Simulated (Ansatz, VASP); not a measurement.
Ti3Al in VASP and in Ansatz

```
CELL_PARAMETERS angstrom
2.96607 0.00000 0.00000
-1.48303 2.56869 0.00000
0.00000 0.00000 9.34778
ATOMIC_POSITIONS crystal
Ti 0.33333 0.66667 0.24941
Ti 0.33333 0.66667 0.75059
Ti 0.66667 0.33333 0.00000
Al 0.66667 0.33333 0.50000
```

Change from the starting cell: volume scaled by 1.04.

Alike in both runs: task single point; functional PBEsol; k mesh 10 × 10 × 3; occupations fermi-dirac, width 0.05 eV; no spin polarisation.

|  | VASP | Ansatz |
| --- | --- | --- |
| version | VASP 6.6.1 | Ansatz 0.2.0 |
| potentials or method | VASP PAW PBE potentials, release 64 (Ti_sv, Al), cutoff 520 eV | all-electron LAPW, scalar-relativistic |

Ansatz gave:

```
gap on the k mesh at the Fermi level (eV)                     : none
pressure (GPa)                                                : -7.2
traceless stress, the component that is largest in VASP (GPa) : -0.15
rms of the force components (eV/Å)                            : 0.042
```

Problem. Estimate VASP's values.

Solution. gap on the k mesh at the Fermi level (eV): none; pressure (GPa): -7.3; traceless stress, the component that is largest in VASP (GPa): -0.13; rms of the force components (eV/Å): 0.045.

VASP's potentials were made for PBE, not for PBEsol. Atom by atom the forces differ by 0.003 eV/Å (rms over components). A gap of «none» marks a metal or a gap that the smearing closes. Ansatz ran all-electron here, and VASP with PAW potentials.
